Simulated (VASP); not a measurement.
Here is a VASP 6.6.1 calculation.

Contents of INCAR:

```
  PREC = Accurate
  ENCUT = 500
  EDIFF = 1E-6
  ISMEAR = -1
  SIGMA = 0.025
  LREAL = F
  LASPH = T
  NELM = 200
  ALGO = Normal
  ISIF = 2
  LWAVE = F
  LCHARG = F
  LNONCOLLINEAR = T
  MAGMOM = 0 0 0.5 0 0 0
  LORBIT = 11
  GGA = RP
  NBANDS = 32
  GGA_COMPAT = F
```

File KPOINTS:

```
Automatic mesh
0
Gamma
  5 5 5
```

File POSCAR:

```
TePb
1.0
    0.0000000000      3.2310000000      3.2310000000
    3.2310000000      0.0000000000      3.2310000000
    3.2310000000      3.2310000000      0.0000000000
Pb Te
1 1
Direct
   -0.0053154198      0.0051947455     -0.0066117127
    0.4949184198      0.5048192545      0.4933297127
```

Potentials or basis: VASP PAW PBE potentials, release 64 (Pb_d, Te).

Command:

```sh
$ cat potpaw_PBE.64/Pb_d/POTCAR potpaw_PBE.64/Te/POTCAR > POTCAR
$ mpirun -np 1 vasp_ncl > vasp.out
```

Question: Estimate the band gap on the k mesh.

Answer: 1.27 eV.

Question: Predict the net moment.

Answer: 0.00 μB per cell.

Question: Predict the pressure.

Answer: 3.6 GPa.

Moments on the atoms (μB; x, y, z):
```
Pb  0.00 0.00 0.00
Te  0.00 0.00 0.00
```

Caveat: the cell differs from its parent crystal (atoms moved at random); the cell stands under pressure; the PAW data sets were made with another functional, which shifts forces and pressure a little; spin-orbit coupling is left out, which moves the levels of the heavy elements. A k mesh can miss the band edges.
